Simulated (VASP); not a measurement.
HCl, 2 atoms in the cell. Symmetry: Fm-3m, No. 225, cubic system. The conventional cell has a = 5.913 Å, b = 5.913 Å, c = 5.913 Å, α = 90.00°, β = 90.00°, γ = 90.00°. Within 3.9 Å of H (site symmetry m-3m) lie 6 Cl at 2.96 Å. Cl (site symmetry m-3m) has 6 H at 2.96 Å within 3.9 Å.  This cell differs from its parent crystal: strain +0.080 along x and y, +0.080 along z.

- Program: VASP 6.6.1
- Task: single point
- Functional: PBEsol
- Potentials or basis: VASP PAW PBE potentials, release 64 (H, Cl)
- Cutoff: 520 eV
- k mesh: 16 × 16 × 16
- Occupations: gaussian, width 0.15 eV
- Spin: no spin polarisation
- Dipole correction: no
- Further INCAR settings: ALGO = Normal; EDIFF = 1e-06; NBANDS = 11

Potentials or basis: VASP PAW PBE potentials, release 64 (H, Cl).

Launch:

```bash
$ cat potpaw_PBE.64/H/POTCAR potpaw_PBE.64/Cl/POTCAR > POTCAR
$ mpirun -np 1 vasp_std > vasp.out
```

Hardware: 1 thread of Intel(R) Xeon(R) Platinum 8488C (Sapphire Rapids), with other jobs on the host.

**Question.** Estimate the wall time of this run.

**Answer.** Run time: 33 s on 1 thread of Intel(R) Xeon(R) Platinum 8488C (Sapphire Rapids), on a shared host, peak memory 0.21 GiB. Counts: scf iterations 15, k points 145.
